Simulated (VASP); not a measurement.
# Te2Mo in VASP: a series of runs

The runs below take Te2Mo through single point, with r2SCAN.

Program: VASP 6.6.1. These are calculated values, not measurements. Logs are shortened: lines on timing, memory, paths and dates and some standing lists are left out, and cuts for length are marked.

### 1 The cell of the first run

The cell holds a slab with vacuum, 3 atoms: a = 3.630 Å, b = 3.630 Å, c = 17.868 Å, α = 90.00°, β = 90.00°, γ = 120.00°.

### 2 Single point, r2SCAN

The input, POSCAR:

```
Te2Mo
1.0
    3.6300590280      0.0000000000      0.0000000000
   -1.8150295140      3.1437233354      0.0000000000
    0.0000000000      0.0000000000     17.8677540541
Te Mo
2 1
Direct
    0.3333333333      0.6666666667      0.1021445500
    0.3333333333      0.6666666667      0.8978554500
    0.0000000000      0.0000000000      0.0000000000
```

The input, INCAR.step1:

```
SYSTEM = Te2Mo
ALGO = Normal
EDIFF = 1E-4
ENCUT = 520
GGA = PE
ISMEAR = -1
LASPH = .TRUE.
LCHARG = .FALSE.
LREAL = .FALSE.
LWAVE = .TRUE.
NBANDS = 20
NELM = 60
PREC = Accurate
SIGMA = 0.05
```

The input, INCAR.step2:

```
SYSTEM = Te2Mo
ALGO = Normal
EDIFF = 1E-6
ENCUT = 520
ISIF = 2
ISMEAR = -1
ISTART = 1
LASPH = .TRUE.
LCHARG = .FALSE.
LMIXTAU = .TRUE.
LREAL = .FALSE.
LWAVE = .FALSE.
METAGGA = R2SCAN
NBANDS = 20
NELM = 60
PREC = Accurate
SIGMA = 0.05
```

The input, KPOINTS:

```
k-points
0
G
  9 9 2
  0 0 0
```

Potentials or basis: VASP PAW PBE potentials, release 64 (Te, Mo_sv).

On the command line:

```bash
$ cat potpaw_PBE.64/Te/POTCAR potpaw_PBE.64/Mo_sv/POTCAR > POTCAR
$ cp INCAR.step1 INCAR
$ mpirun -np 1 vasp_std > vasp.out
$ cp INCAR.step2 INCAR
$ mpirun -np 1 vasp_std > vasp.out
```

OUTCAR:

```text
SYSTEM = Te2Mo
   EDIFF = 1E-6
   ENCUT = 520
   ISIF = 2
   ISMEAR = -1
   ISTART = 1
   LASPH = .TRUE.
   LREAL = .FALSE.
   METAGGA = R2SCAN
   NELM = 60
   PREC = Accurate

 ion  position               nearest neighbor table
   1  0.333  0.667  0.102-   3 2.78   3 2.78   3 2.78   2 3.65
   2  0.333  0.667  0.898-   3 2.78   3 2.78   3 2.78   1 3.65
   3  0.000  0.000  0.000-   1 2.78   2 2.78   1 2.78   2 2.78   1 2.78   2 2.78

  LATTYP: Found a hexagonal cell.
 ALAT       =     3.6300590280
 C/A-ratio  =     4.9221662558

  Lattice vectors:

 A1 = (   3.6300590280,   0.0000000000,   0.0000000000)
 A2 = (  -1.8150295140,   3.1437233354,   0.0000000000)
 A3 = (   0.0000000000,   0.0000000000,  17.8677540541)

Analysis of symmetry for initial positions (statically):
=====================================================================
 Subroutine PRICEL returns:
 Original cell was already a primitive cell.

 Routine SETGRP: Setting up the symmetry group for a
 hexagonal supercell.

 Subroutine GETGRP returns: Found 12 space group operations
 (whereof 12 operations were pure point group operations)
 out of a pool of 24 trial point group operations.

The static configuration has the point symmetry D_3h.

Analysis of symmetry for dynamics (positions and initial velocities):
=====================================================================
 Subroutine PRICEL returns:
 Original cell was already a primitive cell.

 Routine SETGRP: Setting up the symmetry group for a
 hexagonal supercell.

 Subroutine GETGRP returns: Found 12 space group operations
 (whereof 12 operations were pure point group operations)
 out of a pool of 24 trial point group operations.

The dynamic configuration has the point symmetry D_3h.

 Subroutine INISYM returns: Found 12 space group operations
 (whereof 12 operations are pure point group operations),
 and found     1 'primitive' translations

----------------------------------------------------------------------------------------

                                     Primitive cell

  volume of cell :     203.9050

  direct lattice vectors                    reciprocal lattice vectors
     3.630059028  0.000000000  0.000000000     0.275477614  0.159047075  0.000000000
    -1.815029514  3.143723335  0.000000000     0.000000000  0.318094149  0.000000000
     0.000000000  0.000000000 17.867754054     0.000000000  0.000000000  0.055966743

  length of vectors
     3.630059028  3.630059028 17.867754054     0.318094149  0.318094149  0.055966743

  position of ions in fractional coordinates (direct lattice)
     0.333333333  0.666666667  0.102144550
     0.333333333  0.666666667  0.897855450
     0.000000000  0.000000000  0.000000000

  ion indices of the primitive-cell ions
   primitive index   ion index
                 1           1
                 2           2
                 3           3

----------------------------------------------------------------------------------------

 KPOINTS: k-points

Automatic generation of k-mesh.
 Grid dimensions read from file:
 generate k-points for:    9    9    2

 Generating k-lattice:

  Cartesian coordinates                     Fractional coordinates (reciprocal lattice)
     0.030608624  0.017671897  0.000000000     0.111111111  0.000000000  0.000000000
     0.000000000  0.035343794  0.000000000     0.000000000  0.111111111  0.000000000
     0.000000000  0.000000000  0.027983372     0.000000000  0.000000000  0.500000000

  Length of vectors
     0.035343794  0.035343794  0.027983372

  Shift w.r.t. Gamma in fractional coordinates (k-lattice)
     0.000000000  0.000000000  0.000000000

 Subroutine IBZKPT returns following result:
 ===========================================

 Found     24 irreducible k-points:

 Following reciprocal coordinates:
            Coordinates               Weight
  0.000000  0.000000  0.000000      1.000000
  0.111111 -0.000000  0.000000      6.000000
  0.222222 -0.000000  0.000000      6.000000
  0.333333 -0.000000  0.000000      6.000000
  0.444444 -0.000000  0.000000      6.000000
  0.111111  0.111111  0.000000      6.000000
[... 16 lines left out ...]
  0.333333  0.222222  0.500000     12.000000
  0.333333  0.333333  0.500000      2.000000
   k-points           NKPTS =     24   k-points in BZ     NKDIM =     24   number of bands    NBANDS=     20
   number of dos      NEDOS =    301   number of ions     NIONS =      3
   total plane-waves  NPLWV = 109760
   dimension x,y,z NGX =    28 NGY =   28 NGZ =  140
   dimension x,y,z NGXF=    56 NGYF=   56 NGZF=  280
   ions per type =               2   1
   NGX,Y,Z   is equivalent  to a cutoff of  12.82, 12.82, 13.03 a.u.
   NGXF,Y,Z  is equivalent  to a cutoff of  25.65, 25.65, 26.05 a.u.
 SYSTEM =  Te2Mo
   PREC   = accura    normal or accurate (medium, high low for compatibility)
   ISTART =      1    job   : 0-new  1-cont  2-samecut
   ICHARG =      0    charge: 1-file 2-atom 10-const
   ISPIN  =      1    spin polarized calculation?
   LNONCOLLINEAR =      F non collinear calculations
   LSORBIT =      F    spin-orbit coupling
   LASPH  =      T    aspherical Exc in radial PAW
   ENCUT  =  520.0 eV  38.22 Ry    6.18 a.u.   6.75  6.75 33.22*2*pi/ulx,y,z
   NELM   =     60;   NELMIN=  2; NELMDL=  0     # of ELM steps
   EDIFF  = 0.1E-05   stopping-criterion for ELM
   LREAL  =      F    real-space projection
[... 7 lines left out ...]
   TEBEG  =    0.0;   TEEND  =   0.0 temperature during run
   PSTRESS=    0.0 pullay stress
   NELECT =      26.0000    total number of electrons
   NUPDOWN=      -1.0000    fix difference up-down
   EMIN   =  10.00;   EMAX   =-10.00  energy-range for DOS
   EFERMI =   0.00;   METHOD = LEGACY
   ISMEAR =    -1;   SIGMA  =   0.05  broadening in eV -4-tet -1-fermi 0-gaus
   EFERMI_NEDOS =   21; number of points for ismear=-14 and -15
   IALGO  =     38    algorithm
   IMIX   =      4    mixing-type and parameters
     AMIX     =   0.40;   BMIX     =  1.00
     AMIX_MAG =   1.60;   BMIX_MAG =  1.00
  volume/ion in A,a.u.               =      67.97       458.67
  Fermi-wavevector in a.u.,A,eV,Ry     =   0.823993  1.557120  9.237862  0.678964
  Thomas-Fermi vector in A             =   1.935600
   LORBIT       =      0    0 simple, 1 ext, 2 COOP (PROOUT), +10 PAW based schemes
   METAGGA = R2SCAN    functional components
   LHFCALC =     F    Hartree Fock is set to
   AEXX    =    0.0000 exact exchange contribution
   IVDW    =     0    specifies the selected vdW correction
   LEPSILON=     F    determine dielectric tensor
   LRPA    =     F    only Hartree local field effects (RPA)
 non-spin polarized calculation
  energy-cutoff  :      520.00
  volume of cell :      203.91
 maximum number of plane-waves:      5539
 NGX is ok and might be reduce to    28
   NGX = 13   NGY = 13   NGZ = 67

 number of electron      26.0000001 magnetization

 Free energy of the ion-electron system (eV)
  ---------------------------------------------------
  ext. energy  EPLUGINS =         0.00000000
  ---------------------------------------------------
  free energy    TOTEN  =       -77.69979963 eV

  energy without entropy =      -77.69979752  energy(sigma->0) =      -77.69979858

 E-fermi :   0.2402     XC(G=0):  -4.6270

 val. band max:       -0.2765369370   @ k =   0.3333   0.3333   0.0000
 cond. band min:       0.7541449545   @ k =   0.3333   0.3333   0.0000
 fundamental gap:      1.0306818915
 Fermi energy:         0.2401864940

 k-point     1 :       0.0000    0.0000    0.0000
  band No.  band energies     occupation
      1     -63.0303      2.00000
      2     -36.4048      2.00000
      3     -36.3496      2.00000
      4     -36.3496      2.00000
      5     -13.0828      2.00000
      6     -12.1420      2.00000
[... 12 lines left out ...]
     19       4.9765      0.00000
     20       5.5199      0.00000

 k-point     2 :       0.1111   -0.0000    0.0000
  band No.  band energies     occupation
      1     -63.0295      2.00000
      2     -36.4023      2.00000
      3     -36.3610      2.00000
      4     -36.3523      2.00000
      5     -12.9235      2.00000
      6     -12.0311      2.00000
[... 12 lines left out ...]
     19       5.1707      0.00000
     20       5.8114      0.00000

 k-point     3 :       0.2222   -0.0000    0.0000
  band No.  band energies     occupation
      1     -63.0275      2.00000
      2     -36.3961      2.00000
      3     -36.3898      2.00000
      4     -36.3591      2.00000
      5     -12.4764      2.00000
      6     -11.7221      2.00000
[... 12 lines left out ...]
     19       5.7155      0.00000
     20       6.2724      0.00000

 k-point     4 :       0.3333   -0.0000    0.0000
  band No.  band energies     occupation
      1     -63.0252      2.00000
      2     -36.4223      2.00000
      3     -36.3889      2.00000
      4     -36.3668      2.00000
      5     -11.8571      2.00000
      6     -11.3032      2.00000
[... 12 lines left out ...]
     19       5.9145      0.00000
     20       6.3093      0.00000

 k-point     5 :       0.4444   -0.0000    0.0000
  band No.  band energies     occupation
      1     -63.0237      2.00000
      2     -36.4434      2.00000
      3     -36.3842      2.00000
      4     -36.3718      2.00000
      5     -11.3425      2.00000
      6     -10.9705      2.00000
[... 12 lines left out ...]
     19       6.0580      0.00000
     20       6.5038      0.00000
[... 353 lines left out ...]
      6     -10.8763      2.00000
[... 12 lines left out ...]
     19       6.8404      0.00000
     20       7.1841      0.00000

 k-point    22 :       0.2222    0.2222    0.5000
  band No.  band energies     occupation
      1     -63.0242      2.00000
      2     -36.4244      2.00000
      3     -36.3858      2.00000
      4     -36.3824      2.00000
      5     -11.5504      2.00000
      6     -11.0932      2.00000
[... 12 lines left out ...]
     19       6.5203      0.00000
     20       6.7104      0.00000

 k-point    23 :       0.3333    0.2222    0.5000
  band No.  band energies     occupation
      1     -63.0230      2.00000
      2     -36.4322      2.00000
      3     -36.3947      2.00000
      4     -36.3822      2.00000
      5     -11.1349      2.00000
      6     -10.8187      2.00000
[... 12 lines left out ...]
     19       6.2274      0.00000
     20       7.1568      0.00000

 k-point    24 :       0.3333    0.3333    0.5000
  band No.  band energies     occupation
      1     -63.0226      2.00000
      2     -36.4234      2.00000
      3     -36.4104      2.00000
      4     -36.3810      2.00000
      5     -10.9874      2.00000
      6     -10.7170      2.00000
[... 12 lines left out ...]
     19       5.1468      0.00000
     20       7.4918      0.00000

------------------------ aborting loop because EDIFF is reached ----------------------------------------

  FORCE on cell =-STRESS in cart. coord.  units (eV):
  Direction    XX          YY          ZZ          XY          YZ          ZX
  --------------------------------------------------------------------------------------
  -------------------------------------------------------------------------------------
  Total       -2.2907850     -2.2907850     -2.7795509     -0.0000000      0.0000000     -0.0000000
  in kB      -17.9997692    -17.9997692    -21.8402320     -0.0000000      0.0000000     -0.0000000
  external PRESSURE =     -19.2799235 kB  Pullay stress =       0.0000000 kB

 VOLUME and BASIS-vectors are now :
 -----------------------------------------------------------------------------
  energy-cutoff  :      520.00
  volume of cell :      203.91
      direct lattice vectors                 reciprocal lattice vectors
     3.630059028  0.000000000  0.000000000     0.275477614  0.159047075  0.000000000
    -1.815029514  3.143723335  0.000000000     0.000000000  0.318094149  0.000000000
     0.000000000  0.000000000 17.867754054     0.000000000  0.000000000  0.055966743

 POSITION                                       TOTAL-FORCE (eV/Angst)
 -----------------------------------------------------------------------------------
     -0.00000      2.09582      1.82509         0.000000     -0.000000     -0.757694
     -0.00000      2.09582     16.04266        -0.000000     -0.000000      0.757694
      0.00000      0.00000      0.00000         0.000000      0.000000      0.000000
 -----------------------------------------------------------------------------------
    total drift:                                0.000002     -0.000001     -0.000000

  FREE ENERGIE OF THE ION-ELECTRON SYSTEM (eV)
  ---------------------------------------------------
  free  energy   TOTEN  =       -77.6997996323 eV

  energy  without entropy=      -77.6997975212  energy(sigma->0) =      -77.69979858
```

It took 11 min on 1 thread of Intel Xeon 8259CL, shared host; peak memory 0.42 GiB.

Results:

* Free energy: -77.6998 eV
* Largest force: 0.758 eV/Å
* Band gap on the k mesh: 1.03 eV

Forces on the atoms (eV/Å):
```
Te   0.000  0.000 -0.758
Te   0.000  0.000  0.758
Mo   0.000  0.000  0.000
```

Caveat: the PAW data sets were made with another functional, which shifts forces and pressure a little; spin-orbit coupling is left out, which moves the levels of the heavy elements.

### 3 Single point, r2SCAN

This run uses another cell than the first one.

The input, POSCAR:

```
Te2Mo
1.0
    3.4875546084      0.0000000000      0.0000000000
   -1.7437773042      3.0203108879      0.0000000000
    0.0000000000      0.0000000000     17.1663236088
Te Mo
2 1
Direct
    0.3333333333      0.6666666667      0.1021445500
    0.3333333333      0.6666666667      0.8978554500
    0.0000000000      0.0000000000      0.0000000000
```

The input, INCAR.step1:

```
SYSTEM = Te2Mo
  PREC = Accurate
  ENCUT = 520
  ISMEAR = -1
  SIGMA = 0.05
  LREAL = .False.
  LASPH = .True.
  NELM = 100
  NBANDS = 20
  GGA = PE
  ALGO = Normal
  EDIFF = 1E-4
  LWAVE = .True.
  LCHARG = .False.
```

The input, INCAR.step2:

```
SYSTEM = Te2Mo
  PREC = Accurate
  ENCUT = 520
  EDIFF = 1E-6
  ISMEAR = -1
  SIGMA = 0.05
  LREAL = .False.
  LASPH = .True.
  NELM = 100
  ALGO = Normal
  ISIF = 2
  LWAVE = .False.
  LCHARG = .False.
  METAGGA = R2SCAN
  LMIXTAU = .True.
  NBANDS = 20
  ISTART = 1
```

The input, KPOINTS:

```
Automatic mesh
0
Gamma
  9 9 2
  0 0 0
```

Potentials or basis: VASP PAW PBE potentials, release 64 (Te, Mo_sv).

On the command line:

```bash
$ cat potpaw_PBE.64/Te/POTCAR potpaw_PBE.64/Mo_sv/POTCAR > POTCAR
$ cp INCAR.step1 INCAR
$ mpirun -np 1 vasp_std > vasp.out
$ cp INCAR.step2 INCAR
$ mpirun -np 1 vasp_std > vasp.out
```

Run time: 11 min. Hardware: 1 thread of Intel Xeon 8259CL, shared host; peak memory 0.39 GiB.

It converged, with:

```yaml
Free_energy: -77.6739 eV
Largest_force: 1.012 eV/Å
Band_gap_on_the_k_mesh: 1.23 eV
```

Forces on the atoms (eV/Å):
```
Te   0.000  0.000  1.012
Te   0.000  0.000 -1.012
Mo   0.000  0.000  0.000
```

Levels at points of the mesh, in eV from the valence-band top:
| k point | band 9 | band 10 | band 11 | band 12 | band 13 | band 14 | band 15 | band 16 | band 17 | band 18 |
| --- | --- | --- | --- | --- | --- | --- | --- | --- | --- | --- |
| (0.00, 0.00, 0.00) | -1.94 | -1.80 | -1.04 | -1.04 | -0.45 | 3.49 | 3.49 | 3.89 | 3.89 | 4.81 |
| (0.00, 0.00, 0.50) | -1.94 | -1.80 | -1.04 | -1.04 | -0.45 | 3.49 | 3.49 | 3.89 | 3.89 | 4.98 |

Caveat: the PAW data sets were made with another functional, which shifts forces and pressure a little; spin-orbit coupling is left out, which moves the levels of the heavy elements.

### 4 Single point, r2SCAN

This run uses another cell than the first one.

The input, POSCAR:

```
Te2Mo
1.0
    3.5121156613      0.0000000000      0.0000000000
   -1.7560578307      3.0415813837      0.0000000000
    0.0000000000      0.0000000000     17.2872171948
Te Mo
2 1
Direct
    0.3333333333      0.6666666667      0.1021445500
    0.3333333333      0.6666666667      0.8978554500
    0.0000000000      0.0000000000      0.0000000000
```

The input, INCAR.step1:

```
ALGO = Normal
EDIFF = 1E-4
ENCUT = 520
GGA = PE
ISMEAR = -1
LASPH = True
LCHARG = False
LREAL = False
LWAVE = True
NBANDS = 20
NELM = 80
PREC = Accurate
SIGMA = 0.05
```

The input, INCAR.step2:

```
ALGO = Normal
EDIFF = 1E-7
ENCUT = 520
ISIF = 2
ISMEAR = -1
ISTART = 1
LASPH = True
LCHARG = False
LMIXTAU = True
LREAL = False
LWAVE = False
METAGGA = R2SCAN
NBANDS = 20
NELM = 80
PREC = Accurate
SIGMA = 0.05
```

The input, KPOINTS:

```
k-points
0
Gamma
  9 9 2
```

On the command line:

```bash
$ cat potpaw_PBE.64/Te/POTCAR potpaw_PBE.64/Mo_sv/POTCAR > POTCAR
$ cp INCAR.step1 INCAR
$ mpirun -np 1 vasp_std > vasp.out
$ cp INCAR.step2 INCAR
$ mpirun -np 1 vasp_std > vasp.out
```

Wall time 16 min (1 thread of Intel Xeon 8259CL, shared host); peak memory 0.41 GiB.

The run converged. Its results:

* Free energy: -77.7286 eV
* Largest force: 0.653 eV/Å
* Band gap on the k mesh: 1.20 eV

Forces on the atoms (eV/Å):
```
Te   0.000  0.000  0.653
Te   0.000  0.000 -0.653
Mo   0.000  0.000  0.000
```

Levels at points of the mesh, in eV from the valence-band top:
```csv
k point,band 9,band 10,band 11,band 12,band 13,band 14,band 15,band 16,band 17,band 18
"(0.00, 0.00, 0.00)",-1.90,-1.79,-1.03,-1.03,-0.44,3.38,3.38,3.75,3.75,4.76
"(0.00, 0.00, 0.50)",-1.90,-1.79,-1.03,-1.03,-0.44,3.38,3.38,3.75,3.75,4.94
```

Caveat: the PAW data sets were made with another functional, which shifts forces and pressure a little; spin-orbit coupling is left out, which moves the levels of the heavy elements.

### 5 Summary

| cell | gap on the mesh (eV) | largest force (eV/Å) |
| --- | --- | --- |
| a = 3.630, b = 3.630, c = 17.868 Å, angles 90.0, 90.0, 120.0°, 3 atoms | 1.03 | 0.76 |
| a = 3.488, b = 3.488, c = 17.166 Å, angles 90.0, 90.0, 120.0°, 3 atoms | 1.23 | 1.01 |
| a = 3.512, b = 3.512, c = 17.287 Å, angles 90.0, 90.0, 120.0°, 3 atoms | 1.20 | 0.65 |

Alike in all rows: task single point; level r2SCAN; potentials or basis VASP PAW PBE potentials, release 64 (Te, Mo_sv); no spin polarisation; k mesh 9 × 9 × 2; cutoff (eV) 520; smearing fermi-dirac 0.05 eV.

Caveats: the PAW data sets were made with another functional, which shifts forces and pressure a little; spin-orbit coupling is left out, which moves the levels of the heavy elements.

Absolute energies hang on the potentials; compare differences alone.
